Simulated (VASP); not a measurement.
Runs of VASP 6.6.1 on Ti. The structure is that of space group Im-3m (No. 229), or close to it. The cells are those of the table. This isn't the form of Ti at room conditions, which is hcp.

```csv
task,spin,cell,k mesh,cutoff (eV),gap on the mesh (eV),pressure (GPa)
single point,off,"a = 2.820 Å, angles 109.5°, 1 atom",15 × 15 × 15,520,none,0.3
single point,off,"a = 2.820 Å, angles 109.5°, 1 atom",13 × 13 × 13,520,none,0.4
single point,off,"a = 2.893 Å, angles 109.5°, 1 atom",15 × 15 × 15,520,none,-7.3
single point,off,"a = 2.820 Å, angles 109.5°, 1 atom",22 × 22 × 22,520,none,0.3
relaxation of cell and atoms,off,"relaxed from a = 2.841 Å, angles 109.5°, 1 atom",13 × 13 × 13,600,none,-0.1
single point,"non-collinear, zero start, SOC","a = 2.820 Å, angles 109.5°, 1 atom",14 × 14 × 14,520,-,0.3
single point,off,"a = 2.743 Å, angles 109.5°, 1 atom",15 × 15 × 15,520,none,10.9
single point,off,"a = 2.782 Å, angles 109.5°, 1 atom",15 × 15 × 15,520,none,5.1
single point,off,"a = 2.857 Å, angles 109.5°, 1 atom",15 × 15 × 15,520,none,(b)
single point,off,"a = 2.702 Å, angles 109.5°, 1 atom",15 × 15 × 15,520,none,17.8
single point,off,"a = 2.929 Å, angles 109.5°, 1 atom",15 × 15 × 15,520,none,(a)
```

Alike in all rows: level r2SCAN; potentials or basis VASP PAW PBE potentials, release 64 (Ti_sv); smearing fermi-dirac 0.1 eV.

Estimate the missing entries.

(a) -10.2; (b) -3.7.

Caveats: the PAW data sets were made with another functional, which shifts forces and pressure a little; the cell stands under tension (at least some runs); the cell stands under pressure (at least some runs).

A gap of «none» marks levels without a gap at the run's occupations.
